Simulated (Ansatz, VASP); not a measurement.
Ta in VASP and in Ansatz

The input INCAR:

```
PREC = Accurate
ENCUT = 520
EDIFF = 1E-6
ISMEAR = 0
SIGMA = 0.15
LREAL = False
LASPH = True
NELM = 100
ALGO = Normal
ISIF = 2
LWAVE = False
LCHARG = False
GGA = PS
NBANDS = 12
```

File KPOINTS:

```
Automatic mesh
0
Gamma
  20 20 20
```

Contents of POSCAR:

```
Ta
1.0
   -1.5687160000      1.5687160000      1.6512800000
    1.5687160000     -1.5687160000      1.6512800000
    1.5687160000      1.5687160000     -1.6512800000
Ta
1
Direct
    0.0000000000      0.0000000000      0.0000000000
```

Input for Ansatz:

```yaml
crystal:
  lattice:
    - [-1.568716, 1.568716, 1.65128]
    - [1.568716, -1.568716, 1.65128]
    - [1.568716, 1.568716, -1.65128]
  atoms:
    - { symbol: Ta, position: [0.0, 0.0, 0.0] }
basis:
  ecutwfc: 420
kpoints:
  mp_grid: { grid: [20, 20, 20] }
hamiltonian:
  xc: pbesol
scf:
  occupations: { method: gaussian, width: 0.15 }
output:
  forces: true
  stress: true
  eigenvalues: true
```

Change from the starting cell: strain -0.050 along x and y, +0.000 along z, atoms carried along.

Alike in both runs: task single point; functional PBEsol; k mesh 20 × 20 × 20; occupations gaussian, width 0.15 eV; no spin polarisation.

|  | VASP | Ansatz |
| --- | --- | --- |
| version | VASP 6.6.1 | Ansatz 0.2.0 |
| potentials or method | VASP PAW PBE potentials, release 64 (Ta_pv), cutoff 520 eV | scalar-relativistic, plane waves, PAW |
| valence electrons in the cell | 11 | 13 |

|  | VASP | Ansatz | Ansatz less VASP |
| --- | --- | --- | --- |
| gap on the k mesh at the Fermi level (eV) | none | none | - |
| pressure (GPa) | 21.0 | 20.6 | -0.41 |
| traceless stress, the component that is largest in VASP (GPa) | -5.07 | -5.08 | -0.010 |

VASP's potentials were made for PBE, not for PBEsol. A gap of «none» marks a metal or a gap that the smearing closes. VASP's potentials hold 11 valence electrons a cell and Ansatz's 13, so a difference there can come from the potentials and not from the codes.

Neither program's run includes spin-orbit coupling.
